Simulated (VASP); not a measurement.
# Mo (P6/mmm) in VASP: notebook

The runs below take Mo through single point, with LDA.

Everything below comes from runs of VASP 6.6.1. Logs are shortened: lines on timing, memory, paths and dates and some standing lists are left out, and cuts for length are marked.

## 1. The cell of the first run

Symmetry: P6/mmm, No. 191, hexagonal system. Conventional cell: a = 2.777 Å, b = 2.777 Å, c = 2.479 Å, α = 90.00°, β = 90.00°, γ = 120.00°. Within 3.3 Å of Mo (site symmetry 6/mmm) lie 8 Mo at 2.48 to 2.78 Å.

## 2. Single point, LDA (strain +0.015 along x and y, -0.030 along z)

Input file INCAR:

```
SYSTEM = Mo
PREC = Accurate ; ENCUT = 520
EDIFF = 1E-6 ; ISMEAR = 0
SIGMA = 0.15 ; LREAL = .False.
LASPH = .True. ; NELM = 80
ALGO = Normal ; ISIF = 2
LWAVE = .False. ; LCHARG = .True.
GGA = CA ; LELF = .True.
LVHAR = .True. ; NBANDS = 13
```

Input file KPOINTS:

```
Automatic mesh
0
Gamma
  18 18 18
  0 0 0
```

Input file POSCAR:

```
Mo
1.0
    2.7765430532      0.0000000000      0.0000000000
   -1.3882715266      2.4045568187      0.0000000000
    0.0000000000      0.0000000000      2.4785252790
Mo
1
Direct
    0.0000000000      0.0000000000      0.5000000000
```

Potentials or basis: VASP PAW LDA potentials, release 64 (Mo_sv).

The run is started by

```bash
> cat potpaw_LDA.64/Mo_sv/POTCAR > POTCAR
> mpirun -np 1 vasp_std > vasp.out
```

OUTCAR:

```text
SYSTEM = Mo
   PREC = Accurate
   ENCUT = 520
   EDIFF = 1E-6
   ISMEAR = 0
   LREAL = .False.
   LASPH = .True.
   NELM = 80
   ISIF = 2
   GGA = CA

 ion  position               nearest neighbor table
   1  0.000  0.000  0.500-

  LATTYP: Found a hexagonal cell.
 ALAT       =     2.7765430532
 C/A-ratio  =     0.8926658912

  Lattice vectors:

 A1 = (   2.7765430532,   0.0000000000,   0.0000000000)
 A2 = (  -1.3882715266,   2.4045568187,   0.0000000000)
 A3 = (   0.0000000000,   0.0000000000,   2.4785252790)

Analysis of symmetry for initial positions (statically):
=====================================================================
 Subroutine PRICEL returns:
 Original cell was already a primitive cell.

 Routine SETGRP: Setting up the symmetry group for a
 hexagonal supercell.

 Subroutine GETGRP returns: Found 24 space group operations
 (whereof 24 operations were pure point group operations)
 out of a pool of 24 trial point group operations.

The static configuration has the point symmetry D_6h.

Analysis of symmetry for dynamics (positions and initial velocities):
=====================================================================
 Subroutine PRICEL returns:
 Original cell was already a primitive cell.

 Routine SETGRP: Setting up the symmetry group for a
 hexagonal supercell.

 Subroutine GETGRP returns: Found 24 space group operations
 (whereof 24 operations were pure point group operations)
 out of a pool of 24 trial point group operations.

The dynamic configuration has the point symmetry D_6h.

 Subroutine INISYM returns: Found 24 space group operations
 (whereof 24 operations are pure point group operations),
 and found     1 'primitive' translations

----------------------------------------------------------------------------------------

                                     Primitive cell

  volume of cell :      16.5475

  direct lattice vectors                    reciprocal lattice vectors
     2.776543053  0.000000000  0.000000000     0.360160091  0.207938526  0.000000000
    -1.388271527  2.404556819  0.000000000     0.000000000  0.415877052  0.000000000
     0.000000000  0.000000000  2.478525279     0.000000000  0.000000000  0.403465726

  length of vectors
     2.776543053  2.776543053  2.478525279     0.415877052  0.415877052  0.403465726

  position of ions in fractional coordinates (direct lattice)
     0.000000000  0.000000000  0.500000000

  ion indices of the primitive-cell ions
   primitive index   ion index
                 1           1

----------------------------------------------------------------------------------------

 KPOINTS: Automatic mesh

Automatic generation of k-mesh.
 Grid dimensions read from file:
 generate k-points for:   18   18   18

 Generating k-lattice:

  Cartesian coordinates                     Fractional coordinates (reciprocal lattice)
     0.020008894  0.011552140  0.000000000     0.055555556 -0.000000000  0.000000000
     0.000000000  0.023104281  0.000000000     0.000000000  0.055555556  0.000000000
     0.000000000  0.000000000  0.022414763     0.000000000  0.000000000  0.055555556

  Length of vectors
     0.023104281  0.023104281  0.022414763

  Shift w.r.t. Gamma in fractional coordinates (k-lattice)
     0.000000000  0.000000000  0.000000000

 Subroutine IBZKPT returns following result:
 ===========================================

 Found    370 irreducible k-points:

 Following reciprocal coordinates:
            Coordinates               Weight
  0.000000  0.000000  0.000000      1.000000
  0.055556  0.000000  0.000000      6.000000
  0.111111  0.000000  0.000000      6.000000
  0.166667  0.000000  0.000000      6.000000
  0.222222 -0.000000  0.000000      6.000000
  0.277778 -0.000000  0.000000      6.000000
[... 16 lines left out ...]
  0.333333  0.111111  0.000000     12.000000
  0.388889  0.111111  0.000000     12.000000
 [... further k-points ...]
   k-points           NKPTS =    370   k-points in BZ     NKDIM =    370   number of bands    NBANDS=     13
   number of dos      NEDOS =    301   number of ions     NIONS =      1
   total plane-waves  NPLWV =  10368
   dimension x,y,z NGX =    24 NGY =   24 NGZ =   18
   dimension x,y,z NGXF=    48 NGYF=   48 NGZF=   36
   ions per type =               1
   NGX,Y,Z   is equivalent  to a cutoff of  14.37, 14.37, 12.07 a.u.
   NGXF,Y,Z  is equivalent  to a cutoff of  28.74, 28.74, 24.15 a.u.
 SYSTEM =  Mo
   PREC   = accura    normal or accurate (medium, high low for compatibility)
   ISTART =      0    job   : 0-new  1-cont  2-samecut
   ICHARG =      2    charge: 1-file 2-atom 10-const
   ISPIN  =      1    spin polarized calculation?
   LNONCOLLINEAR =      F non collinear calculations
   LSORBIT =      F    spin-orbit coupling
   LASPH  =      T    aspherical Exc in radial PAW
   ENCUT  =  520.0 eV  38.22 Ry    6.18 a.u.   5.16  5.16  4.61*2*pi/ulx,y,z
   NELM   =     80;   NELMIN=  2; NELMDL= -5     # of ELM steps
   EDIFF  = 0.1E-05   stopping-criterion for ELM
   LREAL  =      F    real-space projection
   EDIFFG = 0.1E-04   stopping-criterion for IOM
   NSW    =      0    number of steps for IOM
   IBRION =     -1    ionic relax: 0-MD 1-quasi-New 2-CG
   NFREE  =      0    steps in history (QN), initial steepest desc. (CG)
   ISIF   =      2    stress and relaxation
   ISYM   =      2    0-nonsym 1-usesym 2-fastsym
   POTIM  = 0.5000    time-step for ionic-motion
   TEBEG  =    0.0;   TEEND  =   0.0 temperature during run
   PSTRESS=    0.0 pullay stress
   NELECT =      14.0000    total number of electrons
   NUPDOWN=      -1.0000    fix difference up-down
   EMIN   =  10.00;   EMAX   =-10.00  energy-range for DOS
   EFERMI =   0.00;   METHOD = LEGACY
   ISMEAR =     0;   SIGMA  =   0.15  broadening in eV -4-tet -1-fermi 0-gaus
   EFERMI_NEDOS =   21; number of points for ismear=-14 and -15
   IALGO  =     38    algorithm
   IMIX   =      4    mixing-type and parameters
     AMIX     =   0.40;   BMIX     =  1.00
     AMIX_MAG =   1.60;   BMIX_MAG =  1.00
  volume/ion in A,a.u.               =      16.55       111.67
  Fermi-wavevector in a.u.,A,eV,Ry     =   1.548365  2.925985 32.619056  2.397433
  Thomas-Fermi vector in A             =   2.653325
   LORBIT       =      0    0 simple, 1 ext, 2 COOP (PROOUT), +10 PAW based schemes
   GGA     = CA    functional components
   LHFCALC =     F    Hartree Fock is set to
   AEXX    =    0.0000 exact exchange contribution
   IVDW    =     0    specifies the selected vdW correction
   LEPSILON=     F    determine dielectric tensor
   LRPA    =     F    only Hartree local field effects (RPA)
 non-spin polarized calculation
 Gauss-broadening in eV      SIGMA  =   0.15
  energy-cutoff  :      520.00
  volume of cell :       16.55
 maximum number of plane-waves:       457
 NGX is ok and might be reduce to    24
   NGX = 11   NGY = 11   NGZ =  9

 number of electron      13.9999996 magnetization

 Free energy of the ion-electron system (eV)
  ---------------------------------------------------
  ext. energy  EPLUGINS =         0.00000000
  ---------------------------------------------------
  free energy    TOTEN  =       -11.23217714 eV

  energy without entropy =      -11.22013270  energy(sigma->0) =      -11.22615492

 E-fermi :  11.3153     XC(G=0): -13.1935

 val. band max:       11.3116585034   @ k =   0.3889   0.1111   0.0000
 cond. band min:      11.3223593650   @ k =   0.2222  -0.0000   0.5000
 fundamental gap:      0.0107008616
 Fermi energy:        11.3152742630

 k-point     1 :       0.0000    0.0000    0.0000
  band No.  band energies     occupation
      1     -49.2850      2.00000
      2     -22.8184      2.00000
      3     -22.8184      2.00000
      4     -22.4311      2.00000
      5       4.6579      2.00000
      6       7.0169      2.00000
      7      10.4242      2.00000
      8      10.4242      2.00000
      9      15.7236      0.00000
     10      15.7236      0.00000
     11      24.1116      0.00000
     12      28.3616      0.00000
     13      31.3246      0.00000

 k-point     2 :       0.0556    0.0000    0.0000
  band No.  band energies     occupation
      1     -49.2792      2.00000
      2     -22.8581      2.00000
      3     -22.8273      2.00000
      4     -22.4273      2.00000
      5       4.7772      2.00000
      6       7.0604      2.00000
      7      10.3076      2.00000
      8      10.5308      2.00000
      9      15.6129      0.00000
     10      15.7048      0.00000
     11      24.3811      0.00000
     12      28.5845      0.00000
     13      30.7605      0.00000

 k-point     3 :       0.1111    0.0000    0.0000
  band No.  band energies     occupation
      1     -49.2625      2.00000
      2     -22.9715      2.00000
      3     -22.8528      2.00000
      4     -22.4162      2.00000
      5       5.1167      2.00000
      6       7.1877      2.00000
      7      10.0071      2.00000
      8      10.8462      1.99999
      9      15.3098      0.00000
     10      15.6511      0.00000
     11      25.1132      0.00000
     12      29.2165      0.00000
     13      29.5422      0.00000
[... 305 lines left out ...]
 k-point    23 :       0.3333    0.1111    0.0000
  band No.  band energies     occupation
      1     -49.1057      2.00000
      2     -23.8909      2.00000
      3     -23.1603      2.00000
      4     -22.3126      2.00000
      5       7.1371      2.00000
      6       7.8951      2.00000
      7      10.6324      2.00000
      8      13.3141      0.00000
      9      14.9851      0.00000
     10      15.3272      0.00000
     11      21.9611      0.00000
     12      24.3397      0.00000
     13      29.6858      0.00000

 k-point    24 :       0.3889    0.1111    0.0000
  band No.  band energies     occupation
      1     -49.0895      2.00000
      2     -23.9793      2.00000
      3     -23.1919      2.00000
      4     -22.3019      2.00000
      5       7.0221      2.00000
      6       8.0158      2.00000
      7      11.3117      1.02719
      8      13.1511      0.00000
      9      14.9185      0.00000
     10      16.0512      0.00000
     11      21.0782      0.00000
     12      23.6557      0.00000
     13      29.2570      0.00000

 [... further k-points ...]
[... 5 lines left out ...]
  --------------------------------------------------------------------------------------
  -------------------------------------------------------------------------------------
  Total       -0.8658943     -0.8658943     -0.3741714      0.0000000      0.0000000      0.0000000
  in kB      -83.8383331    -83.8383331    -36.2283330      0.0000000      0.0000000      0.0000000
  external PRESSURE =     -67.9683330 kB  Pullay stress =       0.0000000 kB

 VOLUME and BASIS-vectors are now :
 -----------------------------------------------------------------------------
  energy-cutoff  :      520.00
  volume of cell :       16.55
      direct lattice vectors                 reciprocal lattice vectors
     2.776543053  0.000000000  0.000000000     0.360160091  0.207938526  0.000000000
    -1.388271527  2.404556819  0.000000000     0.000000000  0.415877052  0.000000000
     0.000000000  0.000000000  2.478525279     0.000000000  0.000000000  0.403465726

 POSITION                                       TOTAL-FORCE (eV/Angst)
 -----------------------------------------------------------------------------------
      0.00000      0.00000      1.23926        -0.000000      0.000000      0.000000
 -----------------------------------------------------------------------------------
    total drift:                                0.000000      0.000000      0.000000

  FREE ENERGIE OF THE ION-ELECTRON SYSTEM (eV)
  ---------------------------------------------------
  free  energy   TOTEN  =       -11.2321771443 eV

  energy  without entropy=      -11.2201326988  energy(sigma->0) =      -11.22615492
```

Run time: 19 s. Hardware: 1 thread of Intel Xeon 6975P-C (Granite Rapids), shared host; peak memory 0.18 GiB.

Results:

```
Free energy            : -11.2322 eV
Pressure               : -6.8 GPa
Band gap on the k mesh : zero (band 7 reaches 12.32 eV, above the bottom of band 8 at 10.42 eV)
```

Levels at points of the mesh, in eV from the Fermi level:
```csv
k point,band 4,band 5,band 6,band 7,band 8,band 9,band 10,band 11
"(0.00, 0.00, 0.00)",-33.75,-6.66,-4.30,-0.89,-0.89,4.41,4.41,12.80
"(0.50, 0.00, 0.00)",-33.62,-4.78,-3.29,1.00,1.68,3.82,4.19,9.78
"(0.00, 0.00, 0.50)",-33.91,-3.31,0.13,0.13,0.39,0.39,0.56,11.27
"(0.50, 0.00, 0.50)",-34.18,-5.32,-2.97,-0.80,4.66,6.45,6.76,7.36
```

Caveat: the cell differs from its parent crystal (strain +0.015 along x and y, -0.030 along z).

(Continued in part 2 of 2.)
